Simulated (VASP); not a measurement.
# InAs: single point with PBE

Crystal: InAs.

```
In As
1.0
     0.00000    2.81857    2.81857
     2.81857    0.00000    2.81857
     2.81857    2.81857    0.00000
In As
1 1
Direct
  0.50000 0.50000 0.50000
  0.00000 0.00000 0.00000
```

This cell differs from its parent crystal: volume scaled by 0.94.

```json
{
 "Program": "VASP 6.6.1",
 "Task": "single point",
 "Functional": "PBE",
 "Potentials or basis": "VASP PAW PBE potentials, release 64 (In_d, As)",
 "Cutoff": "520 eV",
 "k mesh": "8 × 8 × 8",
 "Occupations": "fermi-dirac, width 0.05 eV",
 "Spin": "no spin polarisation",
 "Dipole correction": "no",
 "Further INCAR settings": "ALGO = Normal; EDIFF = 1e-06; NBANDS = 16"
}
```

The pressure is 4.4 GPa. The band gap on the k mesh is zero (band 9 reaches 7.00 eV, above the bottom of band 10 at 4.20 eV).

Levels at points of the mesh, in eV from the Fermi level:
| k point | band 5 | band 6 | band 7 | band 8 | band 9 | band 10 | band 11 | band 12 | band 13 | band 14 |
| --- | --- | --- | --- | --- | --- | --- | --- | --- | --- | --- |
| (0.00, 0.00, 0.00) | -14.38 | -12.55 | -0.26 | -0.26 | -0.26 | -0.23 | 7.21 | 7.21 | 7.21 | 7.80 |
| (0.50, 0.00, 0.00) | -14.32 | -10.69 | -6.85 | 0.18 | 0.18 | 2.17 | 3.28 | 3.28 | 4.80 | 10.99 |
| (0.50, 0.50, 0.00) | -14.29 | -9.64 | -5.09 | -2.89 | -2.45 | -2.45 | 3.76 | 9.68 | 9.68 | 10.55 |

Run time: 28 s on 1 thread of Intel(R) Xeon(R) Platinum 8259CL CPU @ 2.50GHz (Skylake/Cascade Lake) (shared host), peak memory 0.17 GiB.

Caveat: spin-orbit coupling is left out, which moves the levels of the heavy elements.
